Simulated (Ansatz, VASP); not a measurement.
**InP: VASP beside Ansatz**

Contents of INCAR:

```
PREC     = Accurate       # precision mode
ENCUT    = 520            # plane-wave cutoff, eV
EDIFF    = 1E-6           # SCF threshold, eV
ISMEAR   = 1              # smearing method
SIGMA    = 0.001          # smearing width, eV
LREAL    = False          # projectors in reciprocal space
LASPH    = True           # aspherical terms in the spheres
NELM     = 100            # most SCF steps
ALGO     = Normal         # electronic algorithm
ISIF     = 2              # what is computed and relaxed
LWAVE    = False          # write WAVECAR
LCHARG   = False          # write CHGCAR
GGA      = PS             # functional
NBANDS   = 16             # bands
```

The input KPOINTS:

```
regular mesh
0
Gamma
  6 6 6
```

POSCAR

```
InP
1.0
    3.4133991310      0.0000000000      0.0000000000
    0.0000000000      3.4133991310      0.0000000000
    0.0000000000      0.0000000000      3.4133991310
In P
1 1
Direct
    0.0000000000      0.0000000000      0.0000000000
    0.5000000000      0.5000000000      0.5000000000
```

Input for Ansatz:

```yaml
crystal:
  lattice:
    - [3.413399131, 0.0, 0.0]
    - [0.0, 3.413399131, 0.0]
    - [0.0, 0.0, 3.413399131]
  atoms:
    - { symbol: In, position: [0.0, 0.0, 0.0] }
    - { symbol: P, position: [0.5, 0.5, 0.5] }
kpoints:
  mp_grid: { grid: [6, 6, 6] }
hamiltonian:
  xc: pbesol
scf:
  occupations: { method: methfessel_paxton, width: 0.001 }
  n_extra_bands: 4
output:
  forces: true
  stress: true
  eigenvalues: true
```

Alike in both runs: task single point; functional PBEsol; k mesh 6 × 6 × 6; occupations methfessel-paxton of order 1, width 0.001 eV; no spin polarisation.

|  | VASP | Ansatz |
| --- | --- | --- |
| version | VASP 6.6.1 | Ansatz 0.2.0 |
| potentials or method | VASP PAW PBE potentials, release 64 (In_d, P) | plane waves |
| plane-wave cutoff (eV) | 520 | 420 |
| valence electrons in the cell | 18 | 18 |

|  | VASP | Ansatz | Ansatz less VASP |
| --- | --- | --- | --- |
| pressure (GPa) | -2.1 | -2.2 | -0.03 |

VASP's potentials were made for PBE, not for PBEsol.
